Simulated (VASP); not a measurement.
# SiO2 (kx) (P4_2/mnm) in VASP: further runs

Runs on SiO2 (kx). Level: LDA. Tasks: single point, relaxation of the atoms.

Program: VASP 6.6.1. These are calculated values, not measurements. Logs are shortened: lines on timing, memory, paths and dates and some standing lists are left out, and cuts for length are marked.

**1. The cell of the first run**

Symmetry: P4_2/mnm, No. 136, tetragonal system. The conventional cell has a = 4.186 Å, b = 4.186 Å, c = 2.668 Å, α = 90.00°, β = 90.00°, γ = 90.00°. Within 2.3 Å of Si (site symmetry mmm) lie 6 O at 1.76 to 1.81 Å. O (site symmetry m2m) has 3 Si at 1.76 to 1.81 Å and 1 O at 2.29 Å within 2.3 Å.

**2. Single point, LDA**

INCAR

```
PREC = Accurate
ENCUT = 520
EDIFF = 1E-7
ISMEAR = 0
SIGMA = 0.02
LREAL = F
LASPH = T
NELM = 60
ALGO = Normal
ISIF = 2
LWAVE = F
LCHARG = F
GGA = CA
NBANDS = 25
```

KPOINTS

```
regular mesh
0
Gamma
  6 6 8
```

POSCAR

```
SiO2
1.0
    4.1865000000      0.0000000000      0.0000000000
    0.0000000000      4.1865000000      0.0000000000
    0.0000000000      0.0000000000      2.6684000000
Si O
2 4
Direct
    0.0000000000      0.0000000000      0.0000000000
    0.5000000000      0.5000000000      0.5000000000
    0.3063460769      0.3063460769      0.0000000000
    0.1936539231      0.8063460769      0.5000000000
    0.6936539231      0.6936539231      0.0000000000
    0.8063460769      0.1936539231      0.5000000000
```

Potentials or basis: VASP PAW LDA potentials, release 64 (Si, O).

Launch:

```console
> cat potpaw_LDA.64/Si/POTCAR potpaw_LDA.64/O/POTCAR > POTCAR
> mpirun -np 1 vasp_std > vasp.out
```

OUTCAR:

```text
PREC = Accurate
   ENCUT = 520
   EDIFF = 1E-7
   ISMEAR = 0
   LREAL = F
   LASPH = T
   NELM = 60
   ISIF = 2
   GGA = CA

 ion  position               nearest neighbor table
   1  0.000  0.000  0.000-   4 1.76   6 1.76   4 1.76   6 1.76   5 1.81   3 1.81
   2  0.500  0.500  0.500-   3 1.76   5 1.76   3 1.76   5 1.76   4 1.81   6 1.81
   3  0.306  0.306  0.000-   2 1.76   2 1.76   1 1.81
   4  0.194  0.806  0.500-   1 1.76   1 1.76   2 1.81
   5  0.694  0.694  0.000-   2 1.76   2 1.76   1 1.81
   6  0.806  0.194  0.500-   1 1.76   1 1.76   2 1.81

  LATTYP: Found a simple tetragonal cell.
 ALAT       =     4.1865000000
 C/A-ratio  =     0.6373820614

  Lattice vectors:

 A1 = (   4.1865000000,   0.0000000000,   0.0000000000)
 A2 = (   0.0000000000,   4.1865000000,   0.0000000000)
 A3 = (   0.0000000000,   0.0000000000,   2.6684000000)

Analysis of symmetry for initial positions (statically):
=====================================================================
 Subroutine PRICEL returns:
 Original cell was already a primitive cell.

 Routine SETGRP: Setting up the symmetry group for a
 simple tetragonal supercell.

 Subroutine GETGRP returns: Found 16 space group operations
 (whereof  8 operations were pure point group operations)
 out of a pool of 16 trial point group operations.

The static configuration has the point symmetry D_2h.
 The point group associated with its full space group is D_4h.

Analysis of symmetry for dynamics (positions and initial velocities):
=====================================================================
 Subroutine PRICEL returns:
 Original cell was already a primitive cell.

 Routine SETGRP: Setting up the symmetry group for a
 simple tetragonal supercell.

 Subroutine GETGRP returns: Found 16 space group operations
 (whereof  8 operations were pure point group operations)
 out of a pool of 16 trial point group operations.

The dynamic configuration has the point symmetry D_2h.
 The point group associated with its full space group is D_4h.

 Subroutine INISYM returns: Found 16 space group operations
 (whereof  8 operations are pure point group operations),
 and found     1 'primitive' translations

----------------------------------------------------------------------------------------

                                     Primitive cell

  volume of cell :      46.7685

  direct lattice vectors                    reciprocal lattice vectors
[... 99 lines left out ...]
   IBRION =     -1    ionic relax: 0-MD 1-quasi-New 2-CG
   NFREE  =      0    steps in history (QN), initial steepest desc. (CG)
   ISIF   =      2    stress and relaxation
   ISYM   =      2    0-nonsym 1-usesym 2-fastsym
   POTIM  = 0.5000    time-step for ionic-motion
   TEBEG  =    0.0;   TEEND  =   0.0 temperature during run
   PSTRESS=    0.0 pullay stress
   NELECT =      32.0000    total number of electrons
   NUPDOWN=      -1.0000    fix difference up-down
   EMIN   =  10.00;   EMAX   =-10.00  energy-range for DOS
   EFERMI =   0.00;   METHOD = LEGACY
   ISMEAR =     0;   SIGMA  =   0.02  broadening in eV -4-tet -1-fermi 0-gaus
   EFERMI_NEDOS =   21; number of points for ismear=-14 and -15
   IALGO  =     38    algorithm
   IMIX   =      4    mixing-type and parameters
     AMIX     =   0.40;   BMIX     =  1.00
     AMIX_MAG =   1.60;   BMIX_MAG =  1.00
  volume/ion in A,a.u.               =       7.79        52.60
  Fermi-wavevector in a.u.,A,eV,Ry     =   1.442582  2.726084 28.314299  2.081042
  Thomas-Fermi vector in A             =   2.561086
   LORBIT       =      0    0 simple, 1 ext, 2 COOP (PROOUT), +10 PAW based schemes
   GGA     = CA    functional components
   LHFCALC =     F    Hartree Fock is set to
   AEXX    =    0.0000 exact exchange contribution
   IVDW    =     0    specifies the selected vdW correction
   LEPSILON=     F    determine dielectric tensor
   LRPA    =     F    only Hartree local field effects (RPA)
 non-spin polarized calculation
 Gauss-broadening in eV      SIGMA  =   0.02
  energy-cutoff  :      520.00
  volume of cell :       46.77
 maximum number of plane-waves:      1282
 NGX is ok and might be reduce to    32
   NGX = 15   NGY = 15   NGZ =  9

 number of electron      31.9999977 magnetization

 Free energy of the ion-electron system (eV)
  ---------------------------------------------------
  ext. energy  EPLUGINS =         0.00000000
  ---------------------------------------------------
  free energy    TOTEN  =       -51.96172841 eV

  energy without entropy =      -51.96172841  energy(sigma->0) =      -51.96172841

 E-fermi :   8.1836     XC(G=0): -12.7090

 val. band max:        8.0307226010   @ k =   0.0000   0.0000   0.0000
 cond. band min:      13.5754783188   @ k =   0.0000   0.0000   0.0000
 fundamental gap:      5.5447557178
 Fermi energy:         8.1836206954

 k-point     1 :       0.0000    0.0000    0.0000
  band No.  band energies     occupation
      1     -14.3441      2.00000
      2     -10.6121      2.00000
      3     -10.6121      2.00000
      4     -10.4091      2.00000
      5      -2.8355      2.00000
      6       1.5333      2.00000
[... 661 lines left out ...]
     24      20.6441      0.00000
     25      21.4325      0.00000

 [... further k-points ...]

------------------------ aborting loop because EDIFF is reached ----------------------------------------

  FORCE on cell =-STRESS in cart. coord.  units (eV):
  Direction    XX          YY          ZZ          XY          YZ          ZX
  --------------------------------------------------------------------------------------
  -------------------------------------------------------------------------------------
  Total       -1.3388218     -1.3388218     -0.8940511      0.0000000      0.0000000      0.0000000
  in kB      -45.8648771    -45.8648771    -30.6280829      0.0000000      0.0000000      0.0000000
  external PRESSURE =     -40.7859457 kB  Pullay stress =       0.0000000 kB

 VOLUME and BASIS-vectors are now :
 -----------------------------------------------------------------------------
  energy-cutoff  :      520.00
  volume of cell :       46.77
      direct lattice vectors                 reciprocal lattice vectors
     4.186500000  0.000000000  0.000000000     0.238863012  0.000000000  0.000000000
     0.000000000  4.186500000  0.000000000     0.000000000  0.238863012  0.000000000
     0.000000000  0.000000000  2.668400000     0.000000000  0.000000000  0.374756408

 POSITION                                       TOTAL-FORCE (eV/Angst)
 -----------------------------------------------------------------------------------
      0.00000      0.00000      0.00000         0.000000      0.000000      0.000000
      2.09325      2.09325      1.33420         0.000000      0.000000      0.000000
      1.28252      1.28252      0.00000        -0.026934     -0.026934     -0.000000
      0.81073      3.37577      1.33420         0.026934     -0.026934      0.000000
      2.90398      2.90398      0.00000         0.026934      0.026934      0.000000
      3.37577      0.81073      1.33420        -0.026934      0.026934      0.000000
 -----------------------------------------------------------------------------------
    total drift:                                0.000000     -0.000000     -0.000000

  FREE ENERGIE OF THE ION-ELECTRON SYSTEM (eV)
  ---------------------------------------------------
  free  energy   TOTEN  =       -51.9617284148 eV

  energy  without entropy=      -51.9617284148  energy(sigma->0) =      -51.96172841
```

OSZICAR:

```text
N       E                     dE             d eps       ncg     rms          rms(c)
DAV:   1     0.126545933749E+03    0.12655E+03   -0.17700E+04  2532   0.123E+03
DAV:   2    -0.502249778585E+02   -0.17677E+03   -0.16915E+03  3175   0.277E+02
DAV:   3    -0.568010698852E+02   -0.65761E+01   -0.65491E+01  3305   0.510E+01
DAV:   4    -0.568433838811E+02   -0.42314E-01   -0.42300E-01  2920   0.477E+00
DAV:   5    -0.568437387556E+02   -0.35487E-03   -0.35481E-03  3325   0.413E-01    0.178E+01
DAV:   6    -0.520375816429E+02    0.48062E+01   -0.13512E+01  3178   0.244E+01    0.848E+00
DAV:   7    -0.519982333972E+02    0.39348E-01   -0.75031E-01  3069   0.492E+00    0.300E+00
DAV:   8    -0.519674471763E+02    0.30786E-01   -0.30200E-02  3126   0.145E+00    0.105E+00
DAV:   9    -0.519617299116E+02    0.57173E-02   -0.54794E-03  3153   0.574E-01    0.207E-01
DAV:  10    -0.519617286951E+02    0.12165E-05   -0.21991E-04  3160   0.108E-01    0.711E-02
DAV:  11    -0.519617286202E+02    0.74875E-07   -0.20216E-05  3140   0.314E-02    0.213E-02
DAV:  12    -0.519617285026E+02    0.11766E-06   -0.91366E-07  3203   0.759E-03    0.812E-03
DAV:  13    -0.519617284148E+02    0.87735E-07   -0.55324E-07  3118   0.523E-03
   1 F= -.51961728E+02 E0= -.51961728E+02  d E =-.162521E-29
```

stdout:

```text
POSCAR found type information on POSCAR SiO
 POSCAR found :  2 types and       6 ions
 scaLAPACK will be used
 LDA part: xc-table for (Slater(with rela. corr.)+CA(PZ))
 , standard interpolation
 POSCAR, INCAR and KPOINTS ok, starting setup
 FFT: planning ... GRIDC
 FFT: planning ... GRID_SOFT
 FFT: planning ... GRID
 WAVECAR not read
 entering main loop
```

It took 22 s on 1 thread of Intel Xeon 6975P-C (Granite Rapids), shared host; peak memory 0.15 GiB.

Results:

- Free energy: -51.9617 eV
- Pressure: -4.1 GPa
- Largest force: 0.038 eV/Å
- Band gap on the k mesh: 5.54 eV, direct

Forces in eV/Å, atoms in the order of the input:
```
Si   0.000  0.000  0.000
Si   0.000  0.000  0.000
O   -0.027 -0.027  0.000
O    0.027 -0.027  0.000
O    0.027  0.027  0.000
O   -0.027  0.027  0.000
```

Levels at points of the mesh, in eV from the valence-band top:
```tsv
k point	band 13	band 14	band 15	band 16	band 17	band 18	band 19	band 20
(0.00, 0.00, 0.00)	-2.56	-0.89	-0.89	0.00	5.54	6.43	8.31	8.31
(0.50, 0.00, 0.00)	-2.72	-2.72	-1.08	-1.08	7.56	7.56	8.85	8.85
(0.50, 0.50, 0.00)	-2.68	-2.68	-2.31	-2.31	7.22	7.22	9.82	9.82
(0.00, 0.00, 0.50)	-3.13	-3.13	-2.71	-2.71	8.84	8.84	12.35	12.35
(0.50, 0.00, 0.50)	-2.32	-2.32	-1.78	-1.78	8.55	8.55	9.63	9.63
(0.50, 0.50, 0.50)	-1.80	-1.80	-1.56	-1.56	7.00	7.00	10.69	10.69
```

**3. Relaxation of the atoms, LDA**

INCAR

```
  PREC = Accurate
  ENCUT = 520
  EDIFF = 1E-6
  ISMEAR = 0
  SIGMA = 0.02
  LREAL = False
  LASPH = True
  NELM = 100
  ALGO = Normal
  ISIF = 2
  LWAVE = False
  LCHARG = False
  GGA = CA
  IBRION = 2
  NSW = 70
  EDIFFG = -0.002
```

KPOINTS

```
Automatic mesh
0
Gamma
  6 6 8
```

POSCAR

```
SiO2
1.0
    4.1865000000      0.0000000000      0.0000000000
    0.0000000000      4.1865000000      0.0000000000
    0.0000000000      0.0000000000      2.6684000000
Si O
2 4
Direct
    0.0000000000      0.0000000000      0.0000000000
    0.5000000000      0.5000000000      0.5000000000
    0.3059000000      0.3059000000      0.0000000000
    0.1941000000      0.8059000000      0.5000000000
    0.6941000000      0.6941000000      0.0000000000
    0.8059000000      0.1941000000      0.5000000000
```

Potentials or basis: VASP PAW LDA potentials, release 64 (Si, O).

Launch:

```console
> cat potpaw_LDA.64/Si/POTCAR potpaw_LDA.64/O/POTCAR > POTCAR
> mpirun -np 1 vasp_std > vasp.out
```

Run time: 34 s. Hardware: 1 thread of Intel Xeon 6975P-C (Granite Rapids), shared host; peak memory 0.15 GiB.

The run converged. Its results:

* Free energy: -51.9618 eV
* Energy gained by relaxing: 0.0 meV/atom
* Ionic steps: 3
* Pressure after relaxing: -4.2 GPa
* Band gap on the k mesh: 5.54 eV, direct

Stress tensor (GPa, compression positive):
```
-4.75  0.00  0.00
 0.00 -4.75  0.00
 0.00  0.00 -3.08
```

Step by step:
| step | energy change (eV) | largest force (eV/Å) | pressure (GPa) |
| --- | --- | --- | --- |
| 1 | 0.0000 | 0.0465 | -4.31 |
| 2 | -0.0001 | 0.0249 | -4.11 |
| 3 | -0.0001 | 0.0003 | -4.19 |

Final structure:
```cif
data_structure
_symmetry_space_group_name_H-M 'P 1'
_symmetry_Int_Tables_number 1
_cell_length_a 4.1865
_cell_length_b 4.1865
_cell_length_c 2.6684
_cell_angle_alpha 90.000
_cell_angle_beta 90.000
_cell_angle_gamma 90.000
_cell_volume 46.77
loop_
_atom_site_label
_atom_site_type_symbol
_atom_site_fract_x
_atom_site_fract_y
_atom_site_fract_z
_atom_site_occupancy
Si1 Si 0.00000 0.00000 0.00000 1
Si2 Si 0.50000 0.50000 0.50000 1
O1 O 0.30615 0.30615 0.00000 1
O2 O 0.19385 0.80615 0.50000 1
O3 O 0.69385 0.69385 0.00000 1
O4 O 0.80615 0.19385 0.50000 1
```

Levels at points of the mesh, in eV from the valence-band top:
```tsv
k point	band 13	band 14	band 15	band 16	band 17	band 18	band 19	band 20
(0.00, 0.00, 0.00)	-2.55	-0.89	-0.89	0.00	5.54	6.43	8.30	8.30
(0.50, 0.00, 0.00)	-2.72	-2.72	-1.08	-1.08	7.56	7.56	8.85	8.85
(0.50, 0.50, 0.00)	-2.69	-2.69	-2.31	-2.31	7.22	7.22	9.82	9.82
(0.00, 0.00, 0.50)	-3.13	-3.13	-2.71	-2.71	8.83	8.83	12.35	12.35
(0.50, 0.00, 0.50)	-2.32	-2.32	-1.78	-1.78	8.54	8.54	9.63	9.63
(0.50, 0.50, 0.50)	-1.80	-1.80	-1.56	-1.56	6.99	6.99	10.70	10.70
```

A k mesh can miss the band edges.
